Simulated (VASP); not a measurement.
# Ca (I4/mmm) in VASP: single point with PBEsol

Aim: the single point of Ca with PBEsol.

Program: VASP 6.6.1. These are calculated values, not measurements. Logs are shortened: lines on timing, memory, paths and dates and some standing lists are left out, and cuts for length are marked.

**1. The cell of the first run**

It takes space group I4/mmm (No. 139, tetragonal). The conventional cell has a = 4.614 Å, b = 4.614 Å, c = 4.547 Å, α = 90.00°, β = 90.00°, γ = 90.00°. Within 5.2 Å of Ca (site symmetry 4/mmm) lie 14 Ca at 3.98 to 4.61 Å.

**2. Single point, PBEsol (strain +0.030 along x and y, +0.015 along z)**

File INCAR:

```
PREC = Accurate
ENCUT = 520
EDIFF = 1E-6
ISMEAR = 0
SIGMA = 0.15
LREAL = F
LASPH = T
NELM = 80
ALGO = Fast
ISIF = 2
LWAVE = F
LCHARG = F
GGA = PS
NBANDS = 11
```

File KPOINTS:

```
regular mesh
0
Gamma
  16 16 16
```

File POSCAR:

```
Ca
1.0
   -2.3072000000      2.3072000000      2.2736000000
    2.3072000000     -2.3072000000      2.2736000000
    2.3072000000      2.3072000000     -2.2736000000
Ca
1
Direct
    0.0000000000      0.0000000000      0.0000000000
```

Potentials or basis: VASP PAW PBE potentials, release 64 (Ca_sv).

On the command line:

```sh
> cat potpaw_PBE.64/Ca_sv/POTCAR > POTCAR
> mpirun -np 1 vasp_std > vasp.out
```

OUTCAR:

```text
PREC = Accurate
   ENCUT = 520
   EDIFF = 1E-6
   ISMEAR = 0
   LREAL = F
   LASPH = T
   NELM = 80
   ISIF = 2
   GGA = PS

 ion  position               nearest neighbor table
   1  0.000  0.000  0.000-

  LATTYP: Found a body centered tetragonal cell.
 ALAT       =     4.6144000000
 C/A-ratio  =     0.9854368932

  Lattice vectors:

 A1 = (  -2.3072000000,   2.3072000000,   2.2736000000)
 A2 = (   2.3072000000,  -2.3072000000,   2.2736000000)
 A3 = (   2.3072000000,   2.3072000000,  -2.2736000000)

Analysis of symmetry for initial positions (statically):
=====================================================================
 Subroutine PRICEL returns:
 Original cell was already a primitive cell.

 Routine SETGRP: Setting up the symmetry group for a
 body centered tetragonal supercell.

 Subroutine GETGRP returns: Found 16 space group operations
 (whereof 16 operations were pure point group operations)
 out of a pool of 16 trial point group operations.

The static configuration has the point symmetry D_4h.

Analysis of symmetry for dynamics (positions and initial velocities):
=====================================================================
 Subroutine PRICEL returns:
 Original cell was already a primitive cell.

 Routine SETGRP: Setting up the symmetry group for a
 body centered tetragonal supercell.

 Subroutine GETGRP returns: Found 16 space group operations
 (whereof 16 operations were pure point group operations)
 out of a pool of 16 trial point group operations.

The dynamic configuration has the point symmetry D_4h.

 Subroutine INISYM returns: Found 16 space group operations
 (whereof 16 operations are pure point group operations),
 and found     1 'primitive' translations

----------------------------------------------------------------------------------------

                                     Primitive cell

  volume of cell :      48.4111

  direct lattice vectors                    reciprocal lattice vectors
    -2.307200000  2.307200000  2.273600000     0.000000000  0.216712899  0.219915552
     2.307200000 -2.307200000  2.273600000     0.216712899  0.000000000  0.219915552
     2.307200000  2.307200000 -2.273600000     0.216712899  0.216712899  0.000000000

  length of vectors
     3.976883282  3.976883282  3.976883282     0.308751244  0.308751244  0.306478321

  position of ions in fractional coordinates (direct lattice)
     0.000000000  0.000000000  0.000000000

  ion indices of the primitive-cell ions
   primitive index   ion index
                 1           1

----------------------------------------------------------------------------------------

 KPOINTS: regular mesh

Automatic generation of k-mesh.
 Grid dimensions read from file:
 generate k-points for:   16   16   16

 Generating k-lattice:

  Cartesian coordinates                     Fractional coordinates (reciprocal lattice)
     0.000000000  0.013544556  0.013744722     0.062500000  0.000000000  0.000000000
     0.013544556  0.000000000  0.013744722     0.000000000  0.062500000  0.000000000
     0.013544556  0.013544556  0.000000000     0.000000000  0.000000000  0.062500000

  Length of vectors
     0.019296953  0.019296953  0.019154895

  Shift w.r.t. Gamma in fractional coordinates (k-lattice)
     0.000000000  0.000000000  0.000000000

 Subroutine IBZKPT returns following result:
 ===========================================

 Found    349 irreducible k-points:

 Following reciprocal coordinates:
            Coordinates               Weight
  0.000000  0.000000  0.000000      1.000000
  0.062500  0.000000  0.000000      8.000000
  0.125000  0.000000  0.000000      8.000000
  0.187500  0.000000 -0.000000      8.000000
  0.250000  0.000000  0.000000      8.000000
  0.312500 -0.000000  0.000000      8.000000
[... 16 lines left out ...]
 -0.125000  0.062500  0.000000     16.000000
 -0.062500  0.062500  0.000000      4.000000
 [... further k-points ...]
   k-points           NKPTS =    349   k-points in BZ     NKDIM =    349   number of bands    NBANDS=     11
   number of dos      NEDOS =    301   number of ions     NIONS =      1
   total plane-waves  NPLWV =  27000
   dimension x,y,z NGX =    30 NGY =   30 NGZ =   30
   dimension x,y,z NGXF=    60 NGYF=   60 NGZF=   60
   ions per type =               1
   NGX,Y,Z   is equivalent  to a cutoff of  12.54, 12.54, 12.54 a.u.
   NGXF,Y,Z  is equivalent  to a cutoff of  25.08, 25.08, 25.08 a.u.
 SYSTEM =  unknown system
   PREC   = accura    normal or accurate (medium, high low for compatibility)
   ISTART =      0    job   : 0-new  1-cont  2-samecut
   ICHARG =      2    charge: 1-file 2-atom 10-const
   ISPIN  =      1    spin polarized calculation?
   LNONCOLLINEAR =      F non collinear calculations
   LSORBIT =      F    spin-orbit coupling
   LASPH  =      T    aspherical Exc in radial PAW
   ENCUT  =  520.0 eV  38.22 Ry    6.18 a.u.   7.39  7.39  7.39*2*pi/ulx,y,z
   NELM   =     80;   NELMIN=  2; NELMDL= -5     # of ELM steps
   EDIFF  = 0.1E-05   stopping-criterion for ELM
   LREAL  =      F    real-space projection
   EDIFFG = 0.1E-04   stopping-criterion for IOM
   NSW    =      0    number of steps for IOM
   IBRION =     -1    ionic relax: 0-MD 1-quasi-New 2-CG
   NFREE  =      0    steps in history (QN), initial steepest desc. (CG)
   ISIF   =      2    stress and relaxation
   ISYM   =      2    0-nonsym 1-usesym 2-fastsym
   POTIM  = 0.5000    time-step for ionic-motion
   TEBEG  =    0.0;   TEEND  =   0.0 temperature during run
   PSTRESS=    0.0 pullay stress
   NELECT =      10.0000    total number of electrons
   NUPDOWN=      -1.0000    fix difference up-down
   EMIN   =  10.00;   EMAX   =-10.00  energy-range for DOS
   EFERMI =   0.00;   METHOD = LEGACY
   ISMEAR =     0;   SIGMA  =   0.15  broadening in eV -4-tet -1-fermi 0-gaus
   EFERMI_NEDOS =   21; number of points for ismear=-14 and -15
   IALGO  =     68    algorithm
   IMIX   =      4    mixing-type and parameters
     AMIX     =   0.40;   BMIX     =  1.00
     AMIX_MAG =   1.60;   BMIX_MAG =  1.00
  volume/ion in A,a.u.               =      48.41       326.69
  Fermi-wavevector in a.u.,A,eV,Ry     =   0.967743  1.828769 12.742214  0.936526
  Thomas-Fermi vector in A             =   2.097654
   LORBIT       =      0    0 simple, 1 ext, 2 COOP (PROOUT), +10 PAW based schemes
   GGA     = PS    functional components
   LHFCALC =     F    Hartree Fock is set to
   AEXX    =    0.0000 exact exchange contribution
   IVDW    =     0    specifies the selected vdW correction
   LEPSILON=     F    determine dielectric tensor
   LRPA    =     F    only Hartree local field effects (RPA)
 non-spin polarized calculation
 RMM-DIIS sequential band-by-band and
 Gauss-broadening in eV      SIGMA  =   0.15
  energy-cutoff  :      520.00
  volume of cell :       48.41
 maximum number of plane-waves:      1325
 NGX is ok and might be reduce to    30
   NGX = 15   NGY = 15   NGZ = 15

 number of electron      10.0000000 magnetization

 number of electron       9.9999999 magnetization

 Free energy of the ion-electron system (eV)
  ---------------------------------------------------
  ext. energy  EPLUGINS =         0.00000000
  ---------------------------------------------------
  free energy    TOTEN  =        -2.06236382 eV

  energy without entropy =       -2.04458556  energy(sigma->0) =       -2.05347469

 E-fermi :   1.4292     XC(G=0):  -7.3884

 val. band max:        1.4271688476   @ k =   0.3750   0.1875   0.0625
 cond. band min:       1.4301573472   @ k =   0.3750   0.3750  -0.0000
 fundamental gap:      0.0029884996
 Fermi energy:         1.4291912869

 k-point     1 :       0.0000    0.0000    0.0000
  band No.  band energies     occupation
      1     -40.7942      2.00000
      2     -21.7960      2.00000
      3     -21.7950      2.00000
      4     -21.7950      2.00000
      5      -2.3961      2.00000
      6       3.4734      0.00000
      7       3.5315      0.00000
      8       3.5315      0.00000
      9       4.3986      0.00000
     10       4.4689      0.00000
     11      10.9374      0.00000

 k-point     2 :       0.0625    0.0000    0.0000
  band No.  band energies     occupation
      1     -40.7939      2.00000
      2     -21.7988      2.00000
      3     -21.7961      2.00000
      4     -21.7954      2.00000
      5      -2.3324      2.00000
      6       3.4559      0.00000
      7       3.5092      0.00000
      8       3.5563      0.00000
      9       4.3827      0.00000
     10       4.4420      0.00000
     11      10.8701      0.00000

 k-point     3 :       0.1250    0.0000    0.0000
  band No.  band energies     occupation
      1     -40.7930      2.00000
      2     -21.8081      2.00000
      3     -21.7994      2.00000
      4     -21.7954      2.00000
      5      -2.1434      2.00000
      6       3.3577      0.00000
      7       3.4159      0.00000
      8       3.6843      0.00000
      9       4.3128      0.00000
     10       4.4312      0.00000
     11      10.3736      0.00000

 k-point     4 :       0.1875    0.0000   -0.0000
  band No.  band energies     occupation
      1     -40.7918      2.00000
      2     -21.8220      2.00000
      3     -21.8043      2.00000
      4     -21.7955      2.00000
      5      -1.8353      2.00000
      6       3.2055      0.00000
      7       3.2110      0.00000
      8       3.9007      0.00000
      9       4.2705      0.00000
     10       4.4471      0.00000
     11       9.3926      0.00000

 k-point     5 :       0.2500    0.0000    0.0000
  band No.  band energies     occupation
      1     -40.7902      2.00000
      2     -21.8383      2.00000
      3     -21.8100      2.00000
      4     -21.7955      2.00000
      5      -1.4190      2.00000
      6       2.8878      0.00000
      7       3.0487      0.00000
      8       4.1897      0.00000
      9       4.2905      0.00000
     10       4.4822      0.00000
     11       8.3342      0.00000
[... 211 lines left out ...]
 k-point    21 :      -0.2500    0.0625    0.0000
  band No.  band energies     occupation
      1     -40.7909      2.00000
      2     -21.8313      2.00000
      3     -21.8068      2.00000
      4     -21.7966      2.00000
      5      -1.5982      2.00000
      6       3.0365      0.00000
      7       3.1117      0.00000
      8       4.0741      0.00000
      9       4.2231      0.00000
     10       4.5020      0.00000
     11       8.8662      0.00000

 k-point    22 :      -0.1875    0.0625    0.0000
  band No.  band energies     occupation
      1     -40.7923      2.00000
      2     -21.8166      2.00000
      3     -21.8013      2.00000
      4     -21.7965      2.00000
      5      -1.9601      2.00000
      6       3.2623      0.00000
      7       3.3027      0.00000
      8       3.8264      0.00000
      9       4.2268      0.00000
     10       4.4760      0.00000
     11       9.9670      0.00000

 k-point    23 :      -0.1250    0.0625    0.0000
  band No.  band energies     occupation
      1     -40.7933      2.00000
      2     -21.8050      2.00000
      3     -21.7978      2.00000
      4     -21.7959      2.00000
      5      -2.2080      2.00000
      6       3.3929      0.00000
      7       3.4395      0.00000
      8       3.6580      0.00000
      9       4.2927      0.00000
     10       4.4645      0.00000
     11      10.5736      0.00000

 k-point    24 :      -0.0625    0.0625    0.0000
  band No.  band energies     occupation
      1     -40.7939      2.00000
      2     -21.7983      2.00000
      3     -21.7971      2.00000
      4     -21.7949      2.00000
      5      -2.3334      2.00000
      6       3.4527      0.00000
      7       3.4957      0.00000
      8       3.5767      0.00000
      9       4.3538      0.00000
     10       4.4684      0.00000
     11      10.8893      0.00000

 [... further k-points ...]

------------------------ aborting loop because EDIFF is reached ----------------------------------------

  FORCE on cell =-STRESS in cart. coord.  units (eV):
  Direction    XX          YY          ZZ          XY          YZ          ZX
  --------------------------------------------------------------------------------------
  -------------------------------------------------------------------------------------
  Total       -0.7094230     -0.7094230     -0.7107788      0.0000000      0.0000000      0.0000000
  in kB      -23.4785527    -23.4785527    -23.5234231      0.0000000      0.0000000      0.0000000
  external PRESSURE =     -23.4935095 kB  Pullay stress =       0.0000000 kB

 VOLUME and BASIS-vectors are now :
 -----------------------------------------------------------------------------
  energy-cutoff  :      520.00
  volume of cell :       48.41
      direct lattice vectors                 reciprocal lattice vectors
    -2.307200000  2.307200000  2.273600000     0.000000000  0.216712899  0.219915552
     2.307200000 -2.307200000  2.273600000     0.216712899  0.000000000  0.219915552
     2.307200000  2.307200000 -2.273600000     0.216712899  0.216712899  0.000000000

 POSITION                                       TOTAL-FORCE (eV/Angst)
 -----------------------------------------------------------------------------------
      0.00000      0.00000      0.00000         0.000000      0.000000     -0.000000
 -----------------------------------------------------------------------------------
    total drift:                               -0.000000     -0.000000      0.000000

  FREE ENERGIE OF THE ION-ELECTRON SYSTEM (eV)
  ---------------------------------------------------
  free  energy   TOTEN  =        -2.0623638213 eV

  energy  without entropy=       -2.0445855592  energy(sigma->0) =       -2.05347469
```

Wall time 2.1 min (1 thread of Intel Xeon Platinum 8488C (Sapphire Rapids), shared host); peak memory 0.3 GiB.

What came out:

```
Free energy            : -2.0624 eV
Pressure               : -2.3 GPa
Band gap on the k mesh : zero (band 5 reaches 1.75 eV, above the bottom of band 6 at 1.28 eV)
```

Caveat: the cell differs from its parent crystal (strain +0.030 along x and y, +0.015 along z); the PAW data sets were made with another functional, which shifts forces and pressure a little.
